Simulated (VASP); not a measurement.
Input of a VASP 6.6.1 run:

INCAR

```
SYSTEM = LaPd2
ALGO = Fast ; EDIFF = 1E-7
EDIFFG = -0.01 ; ENCUT = 600
IBRION = 2 ; ISIF = 3
ISMEAR = -1 ; LASPH = .TRUE.
LCHARG = .FALSE. ; LREAL = .FALSE.
LWAVE = .FALSE. ; NELM = 100
NSW = 60 ; PREC = Accurate
SIGMA = 0.05
```

KPOINTS

```
k-points
0
G
  9 9 9
  0 0 0
```

File POSCAR:

```
LaPd2
1.0
   -2.0038740000      2.0038740000      4.4717310000
    2.0038740000     -2.0038740000      4.4717310000
    2.0038740000      2.0038740000     -4.4717310000
La Pd
1 2
Direct
    0.0000000000      0.0000000000      0.0000000000
    0.2500000000      0.7500000000      0.5000000000
    0.7500000000      0.2500000000      0.5000000000
```

Potentials or basis: VASP PAW LDA potentials, release 64 (La, Pd).

Launch:

```bash
$ cat potpaw_LDA.64/La/POTCAR potpaw_LDA.64/Pd/POTCAR > POTCAR
$ mpirun -np 1 vasp_std > vasp.out
```

(1) Estimate the relaxed volume.

(2) Estimate the space group after relaxing (to 0.05 Å).

## Answers

(1) 21.81 Å³/atom.

(2) I4/mmm (No. 139).
